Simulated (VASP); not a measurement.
## Mg3Sb2: relaxation of cell and atoms with PBEsol

The system is Mg3Sb2.

```
Mg Sb
1.0
     4.59922    0.00000    0.00000
    -2.29961    3.98304    0.00000
     0.00000    0.00000    7.26172
Mg Sb
3 2
Cartesian
  0.0000 0.0000 0.0000
  0.0000 2.6554 4.5933
  2.2996 1.3277 2.6684
  0.0000 2.6554 1.6393
  2.2996 1.3277 5.6224
```

* Program: VASP 6.6.1
* Task: relaxation of cell and atoms
* Functional: PBEsol
* Potentials or basis: VASP PAW PBE potentials, release 64 (Mg, Sb)
* Cutoff: 600 eV
* k mesh: 6 × 6 × 4
* Occupations: fermi-dirac, width 0.02 eV
* Spin: no spin polarisation
* Dipole correction: no
* Further INCAR settings: ALGO = Normal; EDIFF = 1e-07; IBRION = 2; EDIFFG = -0.005; NSW = 80; ISIF = 3

```json
{"Relaxed volume": "25.81 Å³/atom", "Relaxed cell": "a = 4.557 Å, b = 4.557 Å, c = 7.177 Å, α = 90.00°, β = 90.00°, γ = 120.00°", "Space group after relaxing (to 0.05 Å)": "P-3m1 (No. 164)", "Energy gained by relaxing": "3.3 meV/atom", "Ionic steps": "6", "Pressure after relaxing": "0.0 GPa", "Largest force after relaxing": "0.003 eV/Å", "Band gap on the k mesh": "0.18 eV, indirect (least direct gap 1.08 eV)"}
```

Forces in eV/Å, atoms in the order of the input:
```
Mg   0.000  0.000  0.000
Mg   0.000  0.000 -0.003
Mg   0.000  0.000  0.003
Sb   0.000  0.000  0.000
Sb   0.000  0.000  0.000
```

The path:
```csv
step,energy change (eV),largest force (eV/Å),pressure (GPa),volume (Å³)
1,0.0000,0.0140,-1.27,133.03
2,-0.0151,0.0806,0.11,129.01
3,-0.0152,0.0757,0.01,129.29
4,-0.0157,0.0552,0.00,129.23
5,-0.0163,0.0126,0.00,129.11
6,-0.0163,0.0035,0.00,129.07
```

Final structure:
```xyz
5
Lattice="4.5569 0.0000 0.0000 -2.2785 3.9464 0.0000 0.0000 0.0000 7.1772" Properties=species:S:1:pos:R:3 pbc="T T T"
Mg    2.2785    3.9464    0.0000
Mg    0.0000    2.6309    4.5413
Mg    2.2785    1.3155    2.6358
Sb    0.0000    2.6309    1.6062
Sb    2.2785    1.3155    5.5710
```

Levels at points of the mesh, in eV from the valence-band top:
```
           k point  band 6  band 7  band 8  band 9  band 10  band 11
(0.00, 0.00, 0.00)   -0.45   -0.45    0.00    1.08     1.13     2.97
(0.50, 0.00, 0.00)   -2.41   -2.29   -0.94    0.28     1.90     2.08
(0.00, 0.00, 0.50)   -0.83   -0.82   -0.82    1.66     1.82     2.62
(0.50, 0.00, 0.50)   -1.73   -1.70   -1.60    0.45     1.21     1.69
```

It took 2 min on 1 thread of Intel(R) Xeon(R) Platinum 8488C (Sapphire Rapids) (shared host), peak memory 0.33 GiB.

Caveat: the PAW data sets were made with another functional, which shifts forces and pressure a little; spin-orbit coupling is left out, which moves the levels of the heavy elements. A k mesh can miss the band edges.
